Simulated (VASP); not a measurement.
# HfC (Fm-3m) in VASP: settings compared, part 2 of 2

VASP 6.6.1.

### 5 Relaxation of cell and atoms, BLYP

This run uses another cell than the first one, of 12.57 Å³/atom, 0.968 times its volume.

File INCAR:

```
PREC = Accurate ; ENCUT = 600
EDIFF = 1E-6 ; ISMEAR = -1
SIGMA = 0.05 ; LREAL = F
LASPH = T ; NELM = 80
ALGO = Normal ; ISIF = 3
LWAVE = F ; LCHARG = F
GGA = B5 ; ALDAX = 1.0
AGGAX = 1.0 ; AGGAC = 1.0
ALDAC = 0.0 ; IBRION = 2
NSW = 80 ; EDIFFG = -0.02
```

File KPOINTS:

```
Automatic mesh
0
Gamma
  10 10 10
```

File POSCAR:

```
HfC
1.0
    0.0000000000      2.3250000000      2.3250000000
    2.3250000000      0.0000000000      2.3250000000
    2.3250000000      2.3250000000      0.0000000000
Hf C
1 1
Direct
    0.5000000000      0.5000000000      0.5000000000
    0.0000000000      0.0000000000      0.0000000000
```

Potentials or basis: VASP PAW PBE potentials, release 64 (Hf_pv, C).

On the command line:

```
cat potpaw_PBE.64/Hf_pv/POTCAR potpaw_PBE.64/C/POTCAR > POTCAR
mpirun -np 1 vasp_std > vasp.out
```

OUTCAR:

```text
PREC = Accurate
   ENCUT = 600
   EDIFF = 1E-6
   ISMEAR = -1
   LREAL = F
   LASPH = T
   NELM = 80
   ISIF = 3
   GGA = B5
   IBRION = 2
   NSW = 80
   EDIFFG = -0.02

 ion  position               nearest neighbor table
   1  0.500  0.500  0.500-   2 2.33   2 2.33   2 2.33   2 2.33   2 2.33   2 2.33
   2  0.000  0.000  0.000-   1 2.33   1 2.33   1 2.33   1 2.33   1 2.33   1 2.33

  LATTYP: Found a face centered cubic cell.
 ALAT       =     4.6500000000

  Lattice vectors:

 A1 = (   0.0000000000,   2.3250000000,   2.3250000000)
 A2 = (   2.3250000000,   0.0000000000,   2.3250000000)
 A3 = (   2.3250000000,   2.3250000000,   0.0000000000)

Analysis of symmetry for initial positions (statically):
=====================================================================
 Subroutine PRICEL returns:
 Original cell was already a primitive cell.

 Routine SETGRP: Setting up the symmetry group for a
 face centered cubic supercell.

 Subroutine GETGRP returns: Found 48 space group operations
 (whereof 48 operations were pure point group operations)
 out of a pool of 48 trial point group operations.

The static configuration has the point symmetry O_h .

Analysis of symmetry for dynamics (positions and initial velocities):
=====================================================================
 Subroutine PRICEL returns:
 Original cell was already a primitive cell.

 Routine SETGRP: Setting up the symmetry group for a
 face centered cubic supercell.

 Subroutine GETGRP returns: Found 48 space group operations
 (whereof 48 operations were pure point group operations)
 out of a pool of 48 trial point group operations.

The dynamic configuration has the point symmetry O_h .

 Subroutine INISYM returns: Found 48 space group operations
 (whereof 48 operations are pure point group operations),
 and found     1 'primitive' translations

----------------------------------------------------------------------------------------

                                     Primitive cell

  volume of cell :      25.1362

[... 126 lines left out ...]

--------------------------------------- Ionic step        1  -------------------------------------------

 number of electron      14.0000000 magnetization

 Free energy of the ion-electron system (eV)
  ---------------------------------------------------
  ext. energy  EPLUGINS =         0.00000000
  ---------------------------------------------------
  free energy    TOTEN  =       -19.12126292 eV

  energy without entropy =      -19.11868077  energy(sigma->0) =      -19.11997185

------------------------ aborting loop because EDIFF is reached ----------------------------------------

  FORCE on cell =-STRESS in cart. coord.  units (eV):
  Direction    XX          YY          ZZ          XY          YZ          ZX
  --------------------------------------------------------------------------------------
  -------------------------------------------------------------------------------------
  Total        1.1824542      1.1824542      1.1824542      0.0000000      0.0000000      0.0000000
  in kB       75.3695687     75.3695687     75.3695687      0.0000000      0.0000000      0.0000000
  external PRESSURE =      75.3695687 kB  Pullay stress =       0.0000000 kB
[... 59 lines left out ...]
--------------------------------------- Ionic step        3  -------------------------------------------

 number of electron      14.0000001 magnetization

 Free energy of the ion-electron system (eV)
  ---------------------------------------------------
  ext. energy  EPLUGINS =         0.00000000
  ---------------------------------------------------
  free energy    TOTEN  =       -19.13980278 eV

  energy without entropy =      -19.13714597  energy(sigma->0) =      -19.13847437

 E-fermi :   6.2616     XC(G=0): -11.4573

 val. band max:        6.2178586906   @ k =   0.1000   0.0000   0.0000
 cond. band min:       6.2942028353   @ k =   0.2000   0.2000   0.0000
 fundamental gap:      0.0763441447
 Fermi energy:         6.2615693935

 k-point     1 :       0.0000    0.0000    0.0000
  band No.  band energies     occupation
      1     -23.5324      2.00000
      2     -23.5324      2.00000
      3     -23.5324      2.00000
      4      -5.8048      2.00000
      5       7.1682      0.00000
      6       7.1682      0.00000
      7       7.1682      0.00000
      8       7.5717      0.00000
      9       7.5717      0.00000
     10       7.5717      0.00000
     11       9.4333      0.00000
[... 309 lines left out ...]
 k-point    24 :       0.4000    0.3000    0.0000
  band No.  band energies     occupation
      1     -23.9621      2.00000
      2     -23.7063      2.00000
      3     -23.6883      2.00000
      4      -3.8596      2.00000
      5       2.6641      2.00000
      6       4.5665      2.00000
      7       5.5185      2.00000
      8       6.4603      0.03687
      9      11.2765      0.00000
     10      12.2009      0.00000
     11      12.3318      0.00000

 [... further k-points ...]
[... 5 lines left out ...]
  --------------------------------------------------------------------------------------
  -------------------------------------------------------------------------------------
  Total       -0.0114515     -0.0114515     -0.0114515      0.0000000     -0.0000000      0.0000000
  in kB       -0.7068176     -0.7068176     -0.7068176      0.0000000     -0.0000000      0.0000000
  external PRESSURE =      -0.7068176 kB  Pullay stress =       0.0000000 kB
[... 17 lines left out ...]
  FREE ENERGIE OF THE ION-ELECTRON SYSTEM (eV)
  ---------------------------------------------------
  free  energy   TOTEN  =       -19.1398027842 eV

  energy  without entropy=      -19.1371459657  energy(sigma->0) =      -19.13847437

 reached required accuracy - stopping structural energy minimisation
```

Run time: 2.1 min. Hardware: 1 thread of Intel Xeon 8259CL, shared host; peak memory 0.17 GiB.

What came out:

```
Free energy                            : -19.1398 eV
Relaxed volume                         : 12.98 Å³/atom
Relaxed cell                           : a = 3.323 Å, b = 3.323 Å, c = 3.323 Å, α = 60.00°, β = 60.00°, γ = 60.00°
Space group after relaxing (to 0.05 Å) : Fm-3m (No. 225)
Energy gained by relaxing              : 9.3 meV/atom
Ionic steps                            : 3
Pressure after relaxing                : -0.1 GPa
Band gap on the k mesh                 : zero (band 7 reaches 7.17 eV, above the bottom of band 8 at 5.82 eV)
```

Step by step:
| step | energy change (eV) | largest force (eV/Å) | pressure (GPa) | volume (Å³) |
| --- | --- | --- | --- | --- |
| 1 | 0.0000 | 0.0000 | 7.54 | 25.14 |
| 2 | 0.0298 | 0.0000 | -10.56 | 27.35 |
| 3 | -0.0185 | 0.0000 | -0.07 | 25.96 |

Final structure:
```
CELL_PARAMETERS angstrom
0.00000 2.35006 2.35006
2.35006 0.00000 2.35006
2.35006 2.35006 0.00000
ATOMIC_POSITIONS crystal
Hf 0.50000 0.50000 0.50000
C 0.00000 0.00000 0.00000
```

Levels at points of the mesh, in eV from the Fermi level:
```tsv
k point	band 5	band 6	band 7	band 8	band 9	band 10
(0.00, 0.00, 0.00)	0.91	0.91	0.91	1.31	1.31	1.31
(0.50, 0.00, 0.00)	-5.89	-2.94	-2.94	4.94	4.94	5.43
(0.50, 0.50, 0.00)	-2.50	-1.60	-0.15	-0.15	4.94	6.24
```

Caveat: the PAW data sets were made with another functional, which shifts forces and pressure a little; spin-orbit coupling is left out, which moves the levels of the heavy elements. Zero-point motion and thermal expansion aren't in these numbers.

### 6 Overview

| task | level | U | cell | cutoff (eV) | smearing | gap on the mesh (eV) | pressure (GPa) | relaxed volume (Å³/atom) |
| --- | --- | --- | --- | --- | --- | --- | --- | --- |
| single point | BLYP | - | a = 3.324 Å, angles 60.0°, 2 atoms | 520 | fermi-dirac 0.05 eV | none | -0.1 | - |
| single point | RPBE+D4+U | Hf d U = 3.0 eV | a = 3.298 Å, angles 60.0°, 2 atoms | 520 | tetrahedron | none | 4.7 | - |
| relaxation of cell and atoms | PBEsol | - | relaxed from a = 3.288 Å, angles 60.0°, 2 atoms | 600 | fermi-dirac 0.05 eV | none | -0.2 | 12.21 |
| relaxation of cell and atoms | BLYP | - | relaxed from a = 3.288 Å, angles 60.0°, 2 atoms | 600 | fermi-dirac 0.05 eV | none | -0.1 | 12.98 |

Alike in all rows: potentials or basis VASP PAW PBE potentials, release 64 (Hf_pv, C); no spin polarisation; k mesh 10 × 10 × 10.

Caveats: the PAW data sets were made with another functional, which shifts forces and pressure a little; spin-orbit coupling is left out, which moves the levels of the heavy elements; U without spin polarisation on a metal has little footing (some runs); pairwise dispersion overbinds metals, which lowers pressure and volume (some runs); the U is typed as a test and isn't derived for this compound (some runs).

Total energies depend on the potentials used, so only differences within one code and one set of settings carry meaning.
